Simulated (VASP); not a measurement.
Input of a VASP 6.6.1 run:

The input INCAR:

```
ALGO     = Normal         # electronic algorithm
EDIFF    = 1E-6           # SCF threshold, eV
ENCUT    = 520            # plane-wave cutoff, eV
GGA      = PE             # functional
ISIF     = 2              # what is computed and relaxed
ISMEAR   = -1             # smearing method
LASPH    = T              # aspherical terms in the spheres
LCHARG   = T              # write CHGCAR
LELF     = T              # ELF
LREAL    = F              # projectors in reciprocal space
LVHAR    = T            
LWAVE    = F              # write WAVECAR
NBANDS   = 11             # bands
NELM     = 100            # most SCF steps
PREC     = Accurate       # precision mode
SIGMA    = 0.02           # smearing width, eV
```

KPOINTS

```
k-points
0
Gamma
  10 10 10
```

Contents of POSCAR:

```
MgO
1.0
    2.6136427367     -0.0097063918     -0.0097063918
   -0.0097063918      2.6136427367     -0.0097063918
   -0.0097063918     -0.0097063918      2.6136427367
Mg O
1 1
Direct
    0.0000000000      0.0000000000      0.0000000000
    0.5000000000      0.5000000000      0.5000000000
```

Potentials or basis: VASP PAW PBE potentials, release 64 (Mg, O).

Command:

```sh
$ cat potpaw_PBE.64/Mg/POTCAR potpaw_PBE.64/O/POTCAR > POTCAR
$ mpirun -np 1 vasp_std > vasp.out
```

What does it give for the band gap on the k mesh?

2.73 eV, indirect (least direct gap 3.74 eV).

Estimate the pressure.

7.4 GPa.

Stress tensor (GPa, compression positive):
```
 7.37 -0.38 -0.38
-0.38  7.37 -0.38
-0.38 -0.38  7.37
```

Caveat: the cell differs from its parent crystal (strain along [111] -1.1%). A k mesh can miss the band edges.
